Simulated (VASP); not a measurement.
A run of VASP 6.6.1 is set up as follows.

Contents of INCAR:

```
SYSTEM = Ir
PREC = Accurate
ENCUT = 520
EDIFF = 1E-6
ISMEAR = -1
SIGMA = 0.08
LREAL = .False.
LASPH = .True.
NELM = 80
ALGO = Normal
ISIF = 2
LWAVE = .False.
LCHARG = .False.
LDIPOL = .True.
IDIPOL = 3
DIPOL = 0.5 0.5 0.500
GGA = CA
NBANDS = 30
```

Contents of KPOINTS:

```
Automatic mesh
0
Gamma
  15 15 1
  0 0 0
```

File POSCAR:

```
Ir
1.0
    2.6954010160      0.0000000000      0.0000000000
   -1.3477005080      2.3342857532      0.0000000000
    0.0000000000      0.0000000000     24.8031000000
Ir
5
Direct
    0.8333333333      0.1666666667      0.3246532189
    0.1666666667      0.8333333333      0.4114604757
    0.5000000000      0.5000000000      0.4999999993
    0.8333333333      0.1666666667      0.5885395247
    0.1666666667      0.8333333333      0.6753467814
```

Potentials or basis: VASP PAW LDA potentials, release 64 (Ir).

The run is started by

```bash
$ cat potpaw_LDA.64/Ir/POTCAR > POTCAR
$ mpirun -np 1 vasp_std > vasp.out
```

(1) Predict the band gap on the k mesh.

(2) What does it give for the largest force?

Answers

(1) zero (an odd number of electrons rules out a gap without spin polarisation).

(2) 0.113 eV/Å.

Caveat: spin-orbit coupling is left out, which moves the levels of the heavy elements.
